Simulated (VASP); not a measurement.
# Sb in VASP: further runs

Aim: see how the results for Sb move with the level of theory and the settings. Levels: PBE0, PBE. Tasks: single point.

Program: VASP 6.6.1. These are calculated values, not measurements. Logs are shortened: lines on timing, memory, paths and dates and some standing lists are left out, and cuts for length are marked.

## Step 1: The cell of the first run

It takes space group Fm-3m (No. 225, cubic). Conventional cell: a = 4.774 Å, b = 4.774 Å, c = 4.774 Å, α = 90.00°, β = 90.00°, γ = 90.00°. Sb (site symmetry m-3m) has 12 Sb at 3.38 Å within 4.4 Å.

## Step 2: Single point, PBE0

POSCAR reads:

```
Sb
1.0
    0.0000000000      2.3869465721      2.3869465721
    2.3869465721      0.0000000000      2.3869465721
    2.3869465721      2.3869465721      0.0000000000
Sb
1
Direct
    0.0000000000      0.0000000000      0.0000000000
```

INCAR.step1 reads:

```
PREC = Accurate
ENCUT = 520
EDIFF = 1E-5
ISMEAR = -1
SIGMA = 0.05
LREAL = F
LASPH = T
NELM = 60
ALGO = Normal
ISIF = 2
LWAVE = T
GGA = PE
NBANDS = 8
```

INCAR.step2 reads:

```
PREC = Accurate
ENCUT = 520
EDIFF = 1E-6
ISMEAR = -1
SIGMA = 0.05
LREAL = F
LASPH = T
NELM = 60
ALGO = Normal
ISIF = 2
LWAVE = F
LCHARG = T
GGA = PE
LHFCALC = T
AEXX = 0.25
PRECFOCK = Normal
LELF = T
LVHAR = T
ISTART = 1
NBANDS = 8
```

KPOINTS reads:

```
regular mesh
0
Gamma
  6 6 6
```

Potentials or basis: VASP PAW PBE potentials, release 64 (Sb).

Started as:

```console
$ cat potpaw_PBE.64/Sb/POTCAR > POTCAR
$ cp INCAR.step1 INCAR
$ mpirun -np 1 vasp_std > vasp.out
$ cp INCAR.step2 INCAR
$ mpirun -np 1 vasp_std > vasp.out
```

OUTCAR:

```text
PREC = Accurate
   ENCUT = 520
   EDIFF = 1E-6
   ISMEAR = -1
   LREAL = F
   LASPH = T
   NELM = 60
   ISIF = 2
   GGA = PE
   LHFCALC = T
   AEXX = 0.25
   PRECFOCK = Normal
   ISTART = 1

 ion  position               nearest neighbor table
   1  0.000  0.000  0.000-

  LATTYP: Found a face centered cubic cell.
 ALAT       =     4.7738931442

  Lattice vectors:

 A1 = (   0.0000000000,   2.3869465721,   2.3869465721)
 A2 = (   2.3869465721,   0.0000000000,   2.3869465721)
 A3 = (   2.3869465721,   2.3869465721,   0.0000000000)

Analysis of symmetry for initial positions (statically):
=====================================================================
 Subroutine PRICEL returns:
 Original cell was already a primitive cell.

 Routine SETGRP: Setting up the symmetry group for a
 face centered cubic supercell.

 Subroutine GETGRP returns: Found 48 space group operations
[... 9 lines left out ...]

 Routine SETGRP: Setting up the symmetry group for a
 face centered cubic supercell.

 Subroutine GETGRP returns: Found 48 space group operations
[... 11 lines left out ...]
                                     Primitive cell

  volume of cell :      27.1993

  direct lattice vectors                    reciprocal lattice vectors
     0.000000000  2.386946572  2.386946572    -0.209472640  0.209472640  0.209472640
     2.386946572  0.000000000  2.386946572     0.209472640 -0.209472640  0.209472640
     2.386946572  2.386946572  0.000000000     0.209472640  0.209472640 -0.209472640

  length of vectors
     3.375652215  3.375652215  3.375652215     0.362817255  0.362817255  0.362817255

  position of ions in fractional coordinates (direct lattice)
     0.000000000  0.000000000  0.000000000

  ion indices of the primitive-cell ions
   primitive index   ion index
                 1           1

----------------------------------------------------------------------------------------

 KPOINTS: regular mesh

Automatic generation of k-mesh.
 Grid dimensions read from file:
 generate k-points for:    6    6    6

 Generating k-lattice:

  Cartesian coordinates                     Fractional coordinates (reciprocal lattice)
    -0.034912107  0.034912107  0.034912107     0.166666667  0.000000000  0.000000000
     0.034912107 -0.034912107  0.034912107     0.000000000  0.166666667  0.000000000
     0.034912107  0.034912107 -0.034912107     0.000000000  0.000000000  0.166666667

  Length of vectors
     0.060469543  0.060469543  0.060469543

  Shift w.r.t. Gamma in fractional coordinates (k-lattice)
     0.000000000  0.000000000  0.000000000

 Subroutine IBZKPT returns following result:
 ===========================================

 Found     16 irreducible k-points:

 Following reciprocal coordinates:
            Coordinates               Weight
  0.000000  0.000000  0.000000      1.000000
  0.166667  0.000000  0.000000      8.000000
  0.333333  0.000000  0.000000      8.000000
  0.500000  0.000000  0.000000      4.000000
  0.166667  0.166667  0.000000      6.000000
  0.333333  0.166667  0.000000     24.000000
  0.500000  0.166667  0.000000     24.000000
 -0.333333  0.166667  0.000000     24.000000
 -0.166667  0.166667  0.000000     12.000000
  0.333333  0.333333  0.000000      6.000000
  0.500000  0.333333  0.000000     24.000000
 -0.333333  0.333333  0.000000     12.000000
  0.500000  0.500000  0.000000      3.000000
  0.500000  0.333333  0.166667     24.000000
 -0.333333  0.333333  0.166667     24.000000
 -0.333333  0.500000  0.166667     12.000000
   k-points           NKPTS =     16   k-points in BZ     NKDIM =    216   number of bands    NBANDS=      8
   number of dos      NEDOS =    301   number of ions     NIONS =      1
   total plane-waves  NPLWV =  21952
   dimension x,y,z NGX =    28 NGY =   28 NGZ =   28
   dimension x,y,z NGXF=    56 NGYF=   56 NGZF=   56
   ions per type =               1
   NGX,Y,Z   is equivalent  to a cutoff of  13.79, 13.79, 13.79 a.u.
   NGXF,Y,Z  is equivalent  to a cutoff of  27.58, 27.58, 27.58 a.u.
 SYSTEM =  unknown system
   PREC   = accura    normal or accurate (medium, high low for compatibility)
   ISTART =      1    job   : 0-new  1-cont  2-samecut
   ICHARG =      0    charge: 1-file 2-atom 10-const
   ISPIN  =      1    spin polarized calculation?
   LNONCOLLINEAR =      F non collinear calculations
   LSORBIT =      F    spin-orbit coupling
   LASPH  =      T    aspherical Exc in radial PAW
   ENCUT  =  520.0 eV  38.22 Ry    6.18 a.u.   6.28  6.28  6.28*2*pi/ulx,y,z
   NELM   =     60;   NELMIN=  2; NELMDL=  0     # of ELM steps
   EDIFF  = 0.1E-05   stopping-criterion for ELM
   LREAL  =      F    real-space projection
   EDIFFG = 0.1E-04   stopping-criterion for IOM
   NSW    =      0    number of steps for IOM
   IBRION =     -1    ionic relax: 0-MD 1-quasi-New 2-CG
   NFREE  =      0    steps in history (QN), initial steepest desc. (CG)
   ISIF   =      2    stress and relaxation
[... 105 lines left out ...]
      4      12.3343      0.00000
      5      16.2324      0.00000
      6      18.2593      0.00000
      7      21.9823      0.00000
      8      21.9823      0.00000

 k-point     6 :       0.3333    0.1667    0.0000
  band No.  band energies     occupation
      1      -4.3439      2.00000
      2       6.5015      2.00000
      3      11.2137      0.00000
      4      11.3144      0.00000
      5      15.8926      0.00000
      6      18.2033      0.00000
      7      21.8567      0.00000
      8      21.9018      0.00000

 k-point     7 :       0.5000    0.1667    0.0000
  band No.  band energies     occupation
      1      -2.1999      2.00000
      2       2.2880      2.00000
      3       9.6323      0.00000
      4      11.3809      0.00000
      5      15.6134      0.00000
      6      20.2851      0.00000
      7      20.4067      0.00000
      8      22.7870      0.00000

 k-point     8 :      -0.3333    0.1667    0.0000
  band No.  band energies     occupation
      1      -2.9135      2.00000
      2       3.4618      2.00000
      3       8.8867      0.00138
      4      12.5021      0.00000
      5      16.5888      0.00000
      6      19.7781      0.00000
      7      19.8925      0.00000
      8      23.2213      0.00000

 k-point     9 :      -0.1667    0.1667    0.0000
  band No.  band energies     occupation
      1      -4.9316      2.00000
      2       7.9001      1.99999
      3       9.7911      0.00000
      4      14.0485      0.00000
      5      18.6485      0.00000
      6      19.2937      0.00000
      7      20.1450      0.00000
      8      20.3204      0.00000

 k-point    10 :       0.3333    0.3333    0.0000
  band No.  band energies     occupation
      1      -3.3569      2.00000
      2       6.3784      2.00000
      3       9.9064      0.00000
      4       9.9064      0.00000
      5      14.2291      0.00000
      6      14.2646      0.00000
      7      25.4521      0.00000
      8      25.4905      0.00000

 k-point    11 :       0.5000    0.3333    0.0000
  band No.  band energies     occupation
      1      -1.4491      2.00000
      2       3.7771      2.00000
      3       6.4489      2.00000
      4       9.6606      0.00000
      5      13.8681      0.00000
      6      16.8910      0.00000
      7      24.1747      0.00000
      8      25.1215      0.00000

 k-point    12 :      -0.3333    0.3333    0.0000
  band No.  band energies     occupation
      1      -1.0490      2.00000
      2       3.9610      2.00000
      3       4.1430      2.00000
      4      10.6582      0.00000
      5      14.6711      0.00000
      6      21.5982      0.00000
      7      23.0107      0.00000
      8      23.5484      0.00000

 k-point    13 :       0.5000    0.5000    0.0000
  band No.  band energies     occupation
      1      -0.5140      2.00000
      2       2.2875      2.00000
      3       9.0175      0.00010
      4       9.0175      0.00010
      5      13.0900      0.00000
      6      13.5547      0.00000
      7      26.8128      0.00000
      8      27.4542      0.00000

 k-point    14 :       0.5000    0.3333    0.1667
  band No.  band energies     occupation
      1      -2.6666      2.00000
      2       5.1280      2.00000
      3       6.7516      2.00000
      4       9.9548      0.00000
      5      17.2770      0.00000
      6      17.9206      0.00000
      7      20.3124      0.00000
      8      24.8561      0.00000

 k-point    15 :      -0.3333    0.3333    0.1667
  band No.  band energies     occupation
      1      -1.0209      2.00000
      2       2.9358      2.00000
      3       6.0496      2.00000
      4       8.4976      1.24859
      5      17.4030      0.00000
      6      19.1123      0.00000
      7      21.9575      0.00000
      8      22.6664      0.00000

 k-point    16 :      -0.3333    0.5000    0.1667
  band No.  band energies     occupation
      1      -0.3061      2.00000
      2       3.2063      2.00000
      3       5.8222      2.00000
      4       6.6854      2.00000
      5      16.7165      0.00000
      6      17.2804      0.00000
      7      23.0371      0.00000
      8      23.2805      0.00000

------------------------ aborting loop because EDIFF is reached ----------------------------------------

  FORCE on cell =-STRESS in cart. coord.  units (eV):
  Direction    XX          YY          ZZ          XY          YZ          ZX
  --------------------------------------------------------------------------------------
  -------------------------------------------------------------------------------------
  Total       -0.5320785     -0.5320785     -0.5320785     -0.0000000     -0.0000000      0.0000000
  in kB      -31.3421091    -31.3421091    -31.3421091     -0.0000000     -0.0000000      0.0000000
  external PRESSURE =     -31.3421091 kB  Pullay stress =       0.0000000 kB

 VOLUME and BASIS-vectors are now :
 -----------------------------------------------------------------------------
  energy-cutoff  :      520.00
  volume of cell :       27.20
      direct lattice vectors                 reciprocal lattice vectors
     0.000000000  2.386946572  2.386946572    -0.209472640  0.209472640  0.209472640
     2.386946572  0.000000000  2.386946572     0.209472640 -0.209472640  0.209472640
     2.386946572  2.386946572  0.000000000     0.209472640  0.209472640 -0.209472640

 POSITION                                       TOTAL-FORCE (eV/Angst)
 -----------------------------------------------------------------------------------
      0.00000      0.00000      0.00000         0.000000      0.000000      0.000000
 -----------------------------------------------------------------------------------
    total drift:                               -0.000000     -0.000000     -0.000000

  FREE ENERGIE OF THE ION-ELECTRON SYSTEM (eV)
  ---------------------------------------------------
  free  energy   TOTEN  =        -5.2213650987 eV

  energy  without entropy=       -5.2139449739  energy(sigma->0) =       -5.21765504
```

It took 5.4 min on 1 thread of AMD EPYC 7R13 (Zen 3), shared host; peak memory 0.13 GiB.

What came out:

- Free energy: -5.2214 eV
- Pressure: -3.1 GPa

Caveat: the k points lie up to 0.38 Å⁻¹ apart; the PAW data sets were made with another functional, which shifts forces and pressure a little; spin-orbit coupling is left out, which moves the levels of the heavy elements.

## Step 3: Single point, PBE0

This run uses another cell than the first one, of 27.73 Å³/atom, 1.020 times its volume.

POSCAR reads:

```
Sb
1.0
    0.0000000000      2.4024466595      2.4024466595
    2.4024466595      0.0000000000      2.4024466595
    2.4024466595      2.4024466595      0.0000000000
Sb
1
Direct
    0.0000000000      0.0000000000      0.0000000000
```

INCAR.step1 reads:

```
SYSTEM = Sb
PREC = Accurate
ENCUT = 520
EDIFF = 1E-5
ISMEAR = -1
SIGMA = 0.05
LREAL = .FALSE.
LASPH = .TRUE.
NELM = 60
ALGO = Normal
ISIF = 2
LWAVE = .TRUE.
LCHARG = .FALSE.
GGA = PE
NBANDS = 8
```

INCAR.step2 reads:

```
SYSTEM = Sb
PREC = Accurate
ENCUT = 520
EDIFF = 1E-6
ISMEAR = -1
SIGMA = 0.05
LREAL = .FALSE.
LASPH = .TRUE.
NELM = 60
ALGO = Normal
ISIF = 2
LWAVE = .FALSE.
LCHARG = .FALSE.
GGA = PE
LHFCALC = .TRUE.
AEXX = 0.25
PRECFOCK = Normal
ISTART = 1
NBANDS = 8
```

KPOINTS reads:

```
regular mesh
0
G
  6 6 6
  0 0 0
```

Potentials or basis: VASP PAW PBE potentials, release 64 (Sb).

Started as:

```console
$ cat potpaw_PBE.64/Sb/POTCAR > POTCAR
$ cp INCAR.step1 INCAR
$ mpirun -np 1 vasp_std > vasp.out
$ cp INCAR.step2 INCAR
$ mpirun -np 1 vasp_std > vasp.out
```

It took 3.9 min on 1 thread of AMD EPYC 7R13 (Zen 3), shared host; peak memory 0.14 GiB.

The run converged. Its results:

| Property | Result |
| --- | --- |
| Free energy | -5.2093 eV |
| Pressure | -4.2 GPa |

Levels at points of the mesh, in eV from the Fermi level:
| k point | band 1 | band 2 | band 3 | band 4 | band 5 | band 6 | band 7 |
| --- | --- | --- | --- | --- | --- | --- | --- |
| (0.00, 0.00, 0.00) | -14.90 | 5.88 | 5.88 | 5.88 | 10.61 | 10.61 | 10.61 |
| (0.50, 0.00, 0.00) | -10.84 | -7.15 | 4.12 | 4.12 | 8.71 | 9.75 | 9.75 |
| (0.50, 0.50, 0.00) | -9.07 | -6.14 | 0.47 | 0.47 | 4.53 | 5.03 | 18.15 |

Caveat: the k points lie up to 0.38 Å⁻¹ apart; the PAW data sets were made with another functional, which shifts forces and pressure a little; spin-orbit coupling is left out, which moves the levels of the heavy elements.

## Step 4: Single point, PBE0

This run uses another cell than the first one, of 28.27 Å³/atom, 1.039 times its volume.

POSCAR reads:

```
Sb
1.0
    0.0000000000      2.4177492801      2.4177492801
    2.4177492801      0.0000000000      2.4177492801
    2.4177492801      2.4177492801      0.0000000000
Sb
1
Direct
    0.0000000000      0.0000000000      0.0000000000
```

INCAR.step1 reads:

```
SYSTEM = Sb
PREC     = Accurate       ! precision mode
ENCUT    = 520            ! plane-wave cutoff, eV
EDIFF    = 1E-5           ! SCF threshold, eV
ISMEAR   = -1             ! smearing method
SIGMA    = 0.05           ! smearing width, eV
LREAL    = .False.        ! projectors in reciprocal space
LASPH    = .True.         ! aspherical terms in the spheres
NELM     = 100            ! most SCF steps
ALGO     = Normal         ! electronic algorithm
ISIF     = 2              ! what is computed and relaxed
LWAVE    = .True.         ! write WAVECAR
LCHARG   = .False.        ! write CHGCAR
NBANDS   = 8              ! bands
GGA      = PE             ! functional
```

INCAR.step2 reads:

```
SYSTEM = Sb
PREC     = Accurate       ! precision mode
ENCUT    = 520            ! plane-wave cutoff, eV
EDIFF    = 1E-7           ! SCF threshold, eV
ISMEAR   = -1             ! smearing method
SIGMA    = 0.05           ! smearing width, eV
LREAL    = .False.        ! projectors in reciprocal space
LASPH    = .True.         ! aspherical terms in the spheres
NELM     = 100            ! most SCF steps
ALGO     = Normal         ! electronic algorithm
ISIF     = 2              ! what is computed and relaxed
LWAVE    = .False.        ! write WAVECAR
LCHARG   = .False.        ! write CHGCAR
GGA      = PE             ! functional
LHFCALC  = .True.         ! exact exchange
AEXX     = 0.25           ! exact-exchange fraction
PRECFOCK = Normal       
NBANDS   = 8              ! bands
ISTART   = 1
```

KPOINTS reads:

```
regular mesh
0
Gamma
  6 6 6
  0 0 0
```

Started as:

```console
$ cat potpaw_PBE.64/Sb/POTCAR > POTCAR
$ cp INCAR.step1 INCAR
$ mpirun -np 1 vasp_std > vasp.out
$ cp INCAR.step2 INCAR
$ mpirun -np 1 vasp_std > vasp.out
```

It took 6.2 min on 1 thread of AMD EPYC 7R13 (Zen 3), shared host; peak memory 0.13 GiB.

Results (log left out):

```
Free energy : -5.1963 eV
Pressure    : -4.1 GPa
```

Levels at points of the mesh, in eV from the Fermi level:
| k point | band 1 | band 2 | band 3 | band 4 | band 5 |
| --- | --- | --- | --- | --- | --- |
| (0.00, 0.00, 0.00) | -14.75 | 5.72 | 5.72 | 5.72 | 10.54 |
| (0.50, 0.00, 0.00) | -10.80 | -7.03 | 3.99 | 3.99 | 8.56 |
| (0.50, 0.50, 0.00) | -9.08 | -6.04 | 0.47 | 0.47 | 4.52 |

Caveat: the k points lie up to 0.38 Å⁻¹ apart; the PAW data sets were made with another functional, which shifts forces and pressure a little; spin-orbit coupling is left out, which moves the levels of the heavy elements.

## Step 5: Single point, PBE

INCAR reads:

```
PREC = Accurate ; ENCUT = 520
EDIFF = 1E-7 ; ISMEAR = -1
SIGMA = 0.05 ; LREAL = False
LASPH = True ; NELM = 80
ALGO = Normal ; ISIF = 2
LWAVE = False ; LCHARG = True
GGA = PE ; LELF = True
LVHAR = True ; NBANDS = 8
```

KPOINTS reads:

```
Automatic mesh
0
Gamma
  10 10 10
```

POSCAR reads:

```
Sb
1.0
    0.0000000000      2.3869465721      2.3869465721
    2.3869465721      0.0000000000      2.3869465721
    2.3869465721      2.3869465721      0.0000000000
Sb
1
Direct
    0.0000000000      0.0000000000      0.0000000000
```

Started as:

```console
$ cat potpaw_PBE.64/Sb/POTCAR > POTCAR
$ mpirun -np 1 vasp_std > vasp.out
```

Wall time 27 s (1 thread of AMD EPYC 7R43 (Zen 3), shared host); peak memory 0.12 GiB.

The run converged. Its results:

| Quantity | Value |
| --- | --- |
| Free energy | -3.8233 eV |
| Pressure | 0.5 GPa |

Levels at points of the mesh, in eV from the Fermi level:
```
           k point  band 1  band 2  band 3  band 4  band 5  band 6
(0.00, 0.00, 0.00)  -12.83    5.27    5.27    5.27    9.94    9.94
(0.50, 0.00, 0.00)   -9.13   -5.73    3.60    3.60    8.13    9.09
(0.50, 0.50, 0.00)   -7.53   -4.85    0.40    0.40    4.16    4.63
```

Caveat: spin-orbit coupling is left out, which moves the levels of the heavy elements.

## Step 6: Single point, PBE (the cell strained at random)

INCAR reads:

```
SYSTEM = Sb
PREC = Accurate
ENCUT = 520
EDIFF = 1E-7
ISMEAR = -1
SIGMA = 0.05
LREAL = .FALSE.
LASPH = .TRUE.
NELM = 80
ALGO = Normal
ISIF = 2
LWAVE = .FALSE.
LCHARG = .FALSE.
GGA = PE
NBANDS = 8
```

KPOINTS reads:

```
regular mesh
0
G
  10 10 10
  0 0 0
```

POSCAR reads:

```
Sb
1.0
   -0.0167630000      2.3807070000      2.4016500000
    2.3697530000      0.0443490000      2.3405380000
    2.4096310000      2.3594730000      0.0044710000
Sb
1
Direct
   -0.0075380000      0.0130910000     -0.0107430000
```

Potentials or basis: VASP PAW PBE potentials, release 64 (Sb).

Started as:

```console
$ cat potpaw_PBE.64/Sb/POTCAR > POTCAR
$ mpirun -np 1 vasp_std > vasp.out
```

It took 2.9 min on 1 thread of AMD EPYC 7R43 (Zen 3), shared host; peak memory 0.21 GiB.

It converged, with:

- Free energy: -3.8207 eV
- Pressure: 1.6 GPa

Stress tensor (GPa, compression positive):
```
1.72 0.41 0.22
0.41 1.77 0.07
0.22 0.07 1.36
```

Levels at points of the mesh, in eV from the Fermi level:
```tsv
k point	band 1	band 2	band 3	band 4	band 5	band 6
(0.00, 0.00, 0.00)	-13.03	5.04	5.27	5.75	9.60	9.84
(0.50, 0.00, 0.00)	-9.42	-5.94	3.69	4.08	8.37	9.10
(0.00, 0.50, 0.00)	-8.92	-5.85	3.18	3.45	7.79	8.71
(0.50, 0.50, 0.00)	-7.55	-5.00	0.20	0.50	4.10	4.60
(0.00, 0.00, 0.50)	-9.24	-5.91	3.64	3.74	8.25	9.00
(0.50, 0.00, 0.50)	-7.44	-4.92	-0.05	0.52	3.91	4.60
(0.00, 0.50, 0.50)	-7.72	-5.09	0.16	0.85	4.13	4.85
(0.50, 0.50, 0.50)	-9.29	-5.92	3.47	3.96	8.15	8.85
```

Caveat: the cell differs from its parent crystal (the cell strained at random); spin-orbit coupling is left out, which moves the levels of the heavy elements.

## Step 7: The runs side by side

| level | cell | k mesh | grid for exact exchange (PRECFOCK) | gap on the mesh (eV) | pressure (GPa) |
| --- | --- | --- | --- | --- | --- |
| PBE0 | a = 3.376 Å, angles 60.0°, 1 atom | 6 × 6 × 6 | Normal | none | -3.1 |
| PBE0 | a = 3.398 Å, angles 60.0°, 1 atom | 6 × 6 × 6 | Normal | none | -4.2 |
| PBE0 | a = 3.419 Å, angles 60.0°, 1 atom | 6 × 6 × 6 | Normal | none | -4.1 |
| PBE | a = 3.376 Å, angles 60.0°, 1 atom | 10 × 10 × 10 | - | none | 0.5 |
| PBE | a = 3.382, b = 3.331, c = 3.372 Å, angles 58.8, 60.7, 59.7°, 1 atom | 10 × 10 × 10 | - | none | 1.6 |

Alike in all rows: task single point; potentials or basis VASP PAW PBE potentials, release 64 (Sb); no spin polarisation; cutoff (eV) 520; smearing fermi-dirac 0.05 eV.

Caveats: some runs use coarse meshes; spin-orbit coupling is left out, which moves the levels of the heavy elements; the PAW data sets were made with another functional, which shifts forces and pressure a little (some runs).

Total energies depend on the potentials used, so only differences within one code and one set of settings carry meaning.
